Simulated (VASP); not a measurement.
# SrO (Fm-3m) in VASP: further runs

Aim: see how the results for SrO move with the level of theory and the settings. Levels: BLYP+D4, PBEsol+D4, PBE. Tasks: single point, relaxation of cell and atoms.

Program: VASP 6.6.1. These are calculated values, not measurements. Logs are shortened: lines on timing, memory, paths and dates and some standing lists are left out, and cuts for length are marked.

## Step 1: The cell of the first run

It takes space group Fm-3m (No. 225, cubic). Conventional cell: a = 5.186 Å, b = 5.186 Å, c = 5.186 Å, α = 90.00°, β = 90.00°, γ = 90.00°. Within 3.4 Å of Sr (site symmetry m-3m) lie 6 O at 2.59 Å. O (site symmetry m-3m) has 6 Sr at 2.59 Å within 3.4 Å.

## Step 2: Single point, BLYP+D4

Contents of INCAR:

```
PREC     = Accurate       # precision mode
ENCUT    = 520            # plane-wave cutoff, eV
EDIFF    = 1E-6           # SCF threshold, eV
ISMEAR   = -1             # smearing method
SIGMA    = 0.05           # smearing width, eV
LREAL    = False          # projectors in reciprocal space
LASPH    = True           # aspherical terms in the spheres
NELM     = 100            # most SCF steps
ALGO     = Normal         # electronic algorithm
ISIF     = 2              # what is computed and relaxed
LWAVE    = False          # write WAVECAR
LCHARG   = False          # write CHGCAR
GGA      = B5             # functional
ALDAX    = 1.0          
AGGAX    = 1.0          
AGGAC    = 1.0          
ALDAC    = 0.0          
IVDW     = 13             # dispersion correction
VDW_S6   = 1.0          
VDW_S8   = 2.34076671   
VDW_A1   = 0.44488865   
VDW_A2   = 4.0933009    
NBANDS   = 15             # bands
```

Contents of KPOINTS:

```
Automatic mesh
0
Gamma
  9 9 9
```

Contents of POSCAR:

```
SrO
1.0
    0.0000000000      2.5931049327      2.5931049327
    2.5931049327      0.0000000000      2.5931049327
    2.5931049327      2.5931049327      0.0000000000
Sr O
1 1
Direct
    0.5000000000      0.5000000000      0.5000000000
    0.0000000000      0.0000000000      0.0000000000
```

Potentials or basis: VASP PAW PBE potentials, release 64 (Sr_sv, O).

On the command line:

```
$ cat potpaw_PBE.64/Sr_sv/POTCAR potpaw_PBE.64/O/POTCAR > POTCAR
$ mpirun -np 1 vasp_std > vasp.out
```

OUTCAR:

```text
PREC = Accurate
   ENCUT = 520
   EDIFF = 1E-6
   ISMEAR = -1
   LREAL = False
   LASPH = True
   NELM = 100
   ISIF = 2
   GGA = B5
   IVDW = 13

 ion  position               nearest neighbor table
   1  0.500  0.500  0.500-   2 2.59   2 2.59   2 2.59   2 2.59   2 2.59   2 2.59
   2  0.000  0.000  0.000-   1 2.59   1 2.59   1 2.59   1 2.59   1 2.59   1 2.59

  LATTYP: Found a face centered cubic cell.
 ALAT       =     5.1862098654

  Lattice vectors:

 A1 = (   0.0000000000,   2.5931049327,   2.5931049327)
 A2 = (   2.5931049327,   0.0000000000,   2.5931049327)
 A3 = (   2.5931049327,   2.5931049327,   0.0000000000)

Analysis of symmetry for initial positions (statically):
=====================================================================
 Subroutine PRICEL returns:
 Original cell was already a primitive cell.

 Routine SETGRP: Setting up the symmetry group for a
 face centered cubic supercell.

 Subroutine GETGRP returns: Found 48 space group operations
[... 9 lines left out ...]

 Routine SETGRP: Setting up the symmetry group for a
 face centered cubic supercell.

 Subroutine GETGRP returns: Found 48 space group operations
[... 11 lines left out ...]
                                     Primitive cell

  volume of cell :      34.8731

  direct lattice vectors                    reciprocal lattice vectors
     0.000000000  2.593104933  2.593104933    -0.192819039  0.192819039  0.192819039
     2.593104933  0.000000000  2.593104933     0.192819039 -0.192819039  0.192819039
     2.593104933  2.593104933  0.000000000     0.192819039  0.192819039 -0.192819039

  length of vectors
     3.667204164  3.667204164  3.667204164     0.333972371  0.333972371  0.333972371

  position of ions in fractional coordinates (direct lattice)
     0.500000000  0.500000000  0.500000000
     0.000000000  0.000000000  0.000000000

  ion indices of the primitive-cell ions
   primitive index   ion index
                 1           1
                 2           2

----------------------------------------------------------------------------------------

 KPOINTS: Automatic mesh

Automatic generation of k-mesh.
 Grid dimensions read from file:
 generate k-points for:    9    9    9

 Generating k-lattice:

  Cartesian coordinates                     Fractional coordinates (reciprocal lattice)
    -0.021424338  0.021424338  0.021424338     0.111111111  0.000000000  0.000000000
     0.021424338 -0.021424338  0.021424338     0.000000000  0.111111111  0.000000000
     0.021424338  0.021424338 -0.021424338     0.000000000  0.000000000  0.111111111

[... 64 lines left out ...]
   POTIM  = 0.5000    time-step for ionic-motion
   TEBEG  =    0.0;   TEEND  =   0.0 temperature during run
   PSTRESS=    0.0 pullay stress
   NELECT =      16.0000    total number of electrons
   NUPDOWN=      -1.0000    fix difference up-down
   EMIN   =  10.00;   EMAX   =-10.00  energy-range for DOS
   EFERMI =   0.00;   METHOD = LEGACY
   ISMEAR =    -1;   SIGMA  =   0.05  broadening in eV -4-tet -1-fermi 0-gaus
   EFERMI_NEDOS =   21; number of points for ismear=-14 and -15
   IALGO  =     38    algorithm
   IMIX   =      4    mixing-type and parameters
     AMIX     =   0.40;   BMIX     =  1.00
     AMIX_MAG =   1.60;   BMIX_MAG =  1.00
  volume/ion in A,a.u.               =      17.44       117.67
  Fermi-wavevector in a.u.,A,eV,Ry     =   1.262655  2.386072 21.691740  1.594298
  Thomas-Fermi vector in A             =   2.396052
   LORBIT       =      0    0 simple, 1 ext, 2 COOP (PROOUT), +10 PAW based schemes
   GGA     = B5    functional components
   LHFCALC =     F    Hartree Fock is set to
   AEXX    =    0.0000 exact exchange contribution
   IVDW    =    13    specifies the selected vdW correction
   LEPSILON=     F    determine dielectric tensor
   LRPA    =     F    only Hartree local field effects (RPA)
 non-spin polarized calculation
  energy-cutoff  :      520.00
  volume of cell :       34.87
 maximum number of plane-waves:       955
   NGX = 13   NGY = 13   NGZ = 13

 number of electron      15.9999999 magnetization

 Free energy of the ion-electron system (eV)
  ---------------------------------------------------
  ext. energy  EPLUGINS =         0.00000000
  ---------------------------------------------------
  free energy    TOTEN  =       -11.48500401 eV

  energy without entropy =      -11.48500401  energy(sigma->0) =      -11.48500401

 E-fermi :   2.9476     XC(G=0):  -9.4480

 val. band max:        1.8946977522   @ k =   0.0000   0.0000   0.0000
 cond. band min:       5.3550204567   @ k =   0.4444   0.4444   0.0000
 fundamental gap:      3.4603227045
 Fermi energy:         2.9475545433

 k-point     1 :       0.0000    0.0000    0.0000
  band No.  band energies     occupation
      1     -30.6145      2.00000
      2     -13.0629      2.00000
      3     -12.3173      2.00000
      4     -12.3173      2.00000
      5     -12.3173      2.00000
      6       1.8947      2.00000
      7       1.8947      2.00000
      8       1.8947      2.00000
      9       5.9349      0.00000
     10       8.0489      0.00000
     11       8.0489      0.00000
     12       8.0489      0.00000
     13      10.1497      0.00000
     14      10.1497      0.00000
[... 401 lines left out ...]
      2     -13.4336      2.00000
      3     -12.7296      2.00000
      4     -12.6394      2.00000
      5     -12.6394      2.00000
      6       1.3479      2.00000
      7       1.7886      2.00000
      8       1.7886      2.00000
      9       5.3550      0.00000
     10       9.4446      0.00000
     11      11.7844      0.00000
     12      12.2873      0.00000
     13      12.5055      0.00000
     14      12.5055      0.00000
     15      15.6450      0.00000

 [... further k-points ...]

------------------------ aborting loop because EDIFF is reached ----------------------------------------

  DFT-D4 for vdW energy calculation

  Edisp (eV):   -0.60245

  FORCE on cell =-STRESS in cart. coord.  units (eV):
  Direction    XX          YY          ZZ          XY          YZ          ZX
  --------------------------------------------------------------------------------------
  -------------------------------------------------------------------------------------
  Total       0.11734     0.11734     0.11734    -0.00000     0.00000     0.00000
  in kB       5.39097     5.39097     5.39097    -0.00000     0.00000     0.00000
  external pressure =        5.39 kB  Pullay stress =        0.00 kB

 VOLUME and BASIS-vectors are now :
 -----------------------------------------------------------------------------
  energy-cutoff  :      520.00
  volume of cell :       34.87
      direct lattice vectors                 reciprocal lattice vectors
     0.000000000  2.593104933  2.593104933    -0.192819039  0.192819039  0.192819039
     2.593104933  0.000000000  2.593104933     0.192819039 -0.192819039  0.192819039
     2.593104933  2.593104933  0.000000000     0.192819039  0.192819039 -0.192819039

 POSITION                                       TOTAL-FORCE (eV/Angst)
 -----------------------------------------------------------------------------------
      2.59310      2.59310      2.59310        -0.000000      0.000000      0.000000
      0.00000      0.00000      0.00000         0.000000     -0.000000     -0.000000
 -----------------------------------------------------------------------------------
    total drift:                                0.000000      0.000000      0.000000

  FREE ENERGIE OF THE ION-ELECTRON SYSTEM (eV)
  ---------------------------------------------------
  free  energy   TOTEN  =       -12.0874553359 eV

  energy  without entropy=      -12.0874553359  energy(sigma->0) =      -12.08745534
```

Wall time 27 s (1 thread of Intel Xeon 6975P-C, shared host); peak memory 0.17 GiB.

What came out:

```
Free energy                : -12.0875 eV
Pressure                   : 0.5 GPa
Band gap on the k mesh     : 3.46 eV, indirect (least direct gap 3.57 eV)
Dispersion energy per atom : -0.301 eV
```

Levels at points of the mesh, in eV from the valence-band top:
```
           k point  band 4  band 5  band 6  band 7  band 8  band 9  band 10  band 11  band 12  band 13
(0.00, 0.00, 0.00)  -14.21  -14.21    0.00    0.00    0.00    4.04     6.15     6.15     6.15     8.25
```

Caveat: the PAW data sets were made with another functional, which shifts forces and pressure a little.

## Step 3: Relaxation of cell and atoms, PBEsol+D4

This run uses another cell than the first one, of 16.90 Å³/atom, 0.969 times its volume.

Contents of INCAR:

```
SYSTEM = SrO
  PREC = Accurate
  ENCUT = 600
  EDIFF = 1E-6
  ISMEAR = -1
  SIGMA = 0.05
  LREAL = .FALSE.
  LASPH = .TRUE.
  NELM = 80
  ALGO = Normal
  ISIF = 3
  LWAVE = .FALSE.
  LCHARG = .FALSE.
  GGA = PS
  IVDW = 13
  IBRION = 2
  NSW = 80
  EDIFFG = -0.005
```

Contents of KPOINTS:

```
regular mesh
0
G
  9 9 9
  0 0 0
```

Contents of POSCAR:

```
SrO
1.0
    0.0000000000      2.5663000000      2.5663000000
    2.5663000000      0.0000000000      2.5663000000
    2.5663000000      2.5663000000      0.0000000000
Sr O
1 1
Direct
    0.5000000000      0.5000000000      0.5000000000
    0.0000000000      0.0000000000      0.0000000000
```

Potentials or basis: VASP PAW PBE potentials, release 64 (Sr_sv, O).

On the command line:

```
$ cat potpaw_PBE.64/Sr_sv/POTCAR potpaw_PBE.64/O/POTCAR > POTCAR
$ mpirun -np 1 vasp_std > vasp.out
```

Wall time 44 s (1 thread of Intel Xeon 6975P-C, shared host); peak memory 0.18 GiB.

The run converged. Its results:

| Property | Result |
| --- | --- |
| Free energy | -12.8440 eV |
| Relaxed volume | 16.72 Å³/atom |
| Relaxed cell | a = 3.616 Å, b = 3.616 Å, c = 3.616 Å, α = 60.00°, β = 60.00°, γ = 60.00° |
| Space group after relaxing (to 0.05 Å) | Fm-3m (No. 225) |
| Energy gained by relaxing | 0.6 meV/atom |
| Ionic steps | 3 |
| Pressure after relaxing | 0.0 GPa |
| Band gap on the k mesh | 3.20 eV, indirect (least direct gap 3.29 eV) |
| Dispersion energy per atom | -0.102 eV |

The path:
| step | energy change (eV) | largest force (eV/Å) | pressure (GPa) | volume (Å³) |
| --- | --- | --- | --- | --- |
| 1 | 0.0000 | 0.0000 | -1.03 | 33.80 |
| 2 | -0.0010 | 0.0000 | 0.46 | 33.27 |
| 3 | -0.0012 | 0.0000 | 0.01 | 33.43 |

Final structure:
```xyz
2
Lattice="0.0000 2.5569 2.5569 2.5569 0.0000 2.5569 2.5569 2.5569 0.0000" Properties=species:S:1:pos:R:3 pbc="T T T"
Sr    2.5569    2.5569    2.5569
O     0.0000    0.0000    0.0000
```

Levels at points of the mesh, in eV from the valence-band top:
```
           k point  band 5  band 6  band 7  band 8  band 9  band 10  band 11  band 12
(0.00, 0.00, 0.00)  -13.81    0.00    0.00    0.00    3.94     6.20     6.20     6.20
```

Caveat: the PAW data sets were made with another functional, which shifts forces and pressure a little. As with any semilocal functional, this PBEsol gap is likely too small.

(Part 1 of 2 ends here.)
